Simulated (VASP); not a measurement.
YAu, 2 atoms in the cell. Symmetry: Pm-3m, No. 221, cubic system. The conventional cell has a = 3.559 Å, b = 3.559 Å, c = 3.559 Å, α = 90.00°, β = 90.00°, γ = 90.00°. Y (site symmetry m-3m) has 8 Au at 3.08 Å and 6 Y at 3.56 Å within 4.1 Å. Au (site symmetry m-3m) has 8 Y at 3.08 Å and 6 Au at 3.56 Å within 4.1 Å. 

```yaml
Program: VASP 6.6.1
Task: single point
Functional: PBEsol
Potentials_or_basis: VASP PAW PBE potentials, release 64 (Y_sv, Au)
Cutoff: 520 eV
k_mesh: 7 × 7 × 7
Occupations: gaussian, width 0.1 eV
Spin: no spin polarisation
Dipole_correction: no
Further_INCAR_settings: ALGO = Normal; EDIFF = 1e-07; NBANDS = 18
```

Potentials or basis: VASP PAW PBE potentials, release 64 (Y_sv, Au).

Run with:

```sh
$ cat potpaw_PBE.64/Y_sv/POTCAR potpaw_PBE.64/Au/POTCAR > POTCAR
$ mpirun -np 1 vasp_std > vasp.out
```

Hardware: 1 thread of Intel(R) Xeon(R) 6975P-C (Granite Rapids) (shared host).

Q: Estimate the wall time of this run.

A: Run time: 8.9 s on 1 thread of Intel(R) Xeon(R) 6975P-C (Granite Rapids) (shared host), peak memory 0.17 GiB. Counts: scf iterations 14, k points 20.
